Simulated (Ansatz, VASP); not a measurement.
One calculation of Rh, two programs

INCAR

```
PREC = Accurate ; ENCUT = 520
EDIFF = 1E-7 ; ISMEAR = 0
SIGMA = 0.15 ; LREAL = F
LASPH = T ; NELM = 60
ALGO = Fast ; ISIF = 2
LWAVE = F ; LCHARG = F
GGA = PS ; NBANDS = 14
```

KPOINTS

```
regular mesh
0
Gamma
  24 24 24
```

Contents of POSCAR:

```
Rh
1.0
    0.0000000000      1.6941737416      2.3955616707
    1.6941737416      0.0000000000      2.3955616707
    1.6941737416      1.6941737416      0.0000000000
Rh
1
Direct
    0.0000000000      0.0000000000      0.0000000000
```

Input for Ansatz:

```yaml
crystal:
  lattice:
    - [0.0, 1.6941737416, 2.3955616707]
    - [1.6941737416, 0.0, 2.3955616707]
    - [1.6941737416, 1.6941737416, 0.0]
  atoms:
    - { symbol: Rh, position: [0.0, 0.0, 0.0] }
basis:
  ecutwfc: 420
kpoints:
  mp_grid: { grid: [24, 24, 24] }
hamiltonian:
  xc: pbesol
scf:
  occupations: { method: gaussian, width: 0.15 }
output:
  forces: true
  stress: true
  eigenvalues: true
```

Alike in both runs: task single point; functional PBEsol; k mesh 24 × 24 × 24; occupations gaussian, width 0.15 eV; no spin polarisation.

|  | VASP | Ansatz |
| --- | --- | --- |
| version | VASP 6.6.1 | Ansatz 0.2.0 |
| potentials or method | VASP PAW PBE potentials, release 64 (Rh_pv), cutoff 520 eV | scalar-relativistic, plane waves, PAW |
| valence electrons in the cell | 15 | 17 |

Ansatz gave:

- gap on the k mesh at the Fermi level (eV): none
- pressure (GPa): 17.8
- traceless stress, the component that is largest in VASP (GPa): -47.17

Which values does VASP return?

gap on the k mesh at the Fermi level (eV): none; pressure (GPa): 17.9; traceless stress, the component that is largest in VASP (GPa): -47.27.

VASP's potentials were made for PBE, not for PBEsol. A gap of «none» marks a metal or a gap that the smearing closes. With one functional, cell and mesh, what is left measures potentials, basis and numerics. VASP's potentials hold 15 valence electrons a cell and Ansatz's 17, so a difference there can come from the potentials and not from the codes.
